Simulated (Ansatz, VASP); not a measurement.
# Mn: VASP beside Ansatz

```
Mn
1.0
     2.38904    0.00000    0.00000
     0.00000    2.38904    0.00000
     0.00000    0.00000    2.38904
Mn
1
Direct
  0.00000 0.00000 0.00000
```

Alike in both runs: task single point; functional PBEsol; k mesh 8 × 8 × 8; occupations gaussian, width 0.1 eV; collinear spin.

```csv
,VASP,Ansatz
version,VASP 6.6.1,Ansatz 0.2.0
potentials or method,"VASP PAW PBE potentials, release 64 (Mn_pv), cutoff 500 eV","scalar-relativistic, plane waves, PAW"
valence electrons in the cell,13,15
```

VASP gave:

- gap on the k mesh at the Fermi level (eV): none
- pressure (GPa): -20.8
- net moment per atom (μB): 1.30
- size of the moment on the site where the two differ most (μB): 1.29

Task: What did Ansatz give for the same quantities?

Result: gap on the k mesh at the Fermi level (eV): none; pressure (GPa): -20.8; net moment per atom (μB): 1.29; size of the moment on the site where the two differ most (μB): 1.26.

VASP's potentials were made for PBE, not for PBEsol. Site moments also hang on the region over which each program counts them. A gap of «none» marks a metal or a gap that the smearing closes. VASP's potentials hold 13 valence electrons a cell and Ansatz's 15, so a difference there can come from the potentials and not from the codes.
